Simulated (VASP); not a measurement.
Here is a VASP 6.6.1 calculation.

File INCAR:

```
PREC     = Accurate       # precision mode
ENCUT    = 520            # plane-wave cutoff, eV
EDIFF    = 1E-8           # SCF threshold, eV
ISMEAR   = -1             # smearing method
SIGMA    = 0.05           # smearing width, eV
LREAL    = False          # projectors in reciprocal space
LASPH    = True           # aspherical terms in the spheres
NELM     = 100            # most SCF steps
ALGO     = Normal         # electronic algorithm
ISIF     = 2              # what is computed and relaxed
LWAVE    = False          # write WAVECAR
LCHARG   = False          # write CHGCAR
LEFG     = True         
NBANDS   = 12             # bands
```

Contents of KPOINTS:

```
regular mesh
0
Gamma
  15 15 15
```

Contents of POSCAR:

```
Ag
1.0
    0.0000000000      2.0022380000      2.0431000000
    2.0022380000      0.0000000000      2.0431000000
    2.0022380000      2.0022380000      0.0000000000
Ag
1
Direct
    0.0000000000      0.0000000000      0.0000000000
```

Potentials or basis: VASP PAW LDA potentials, release 64 (Ag).

Run with:

```bash
$ cat potpaw_LDA.64/Ag/POTCAR > POTCAR
$ mpirun -np 1 vasp_std > vasp.out
```

Problem. Predict the pressure.

Solution. -2.9 GPa.

Electric field gradients, principal values (V/Å²):
```tsv
atom	least	middle	greatest (by size)
1 Ag	-0.345	-0.346	0.691
```

Caveat: the cell differs from its parent crystal (equal xx and yy strain of -2 %); without QUAD_EFG the Cq values of the log hold for a quadrupole moment of 1 mb, not for the nuclei.
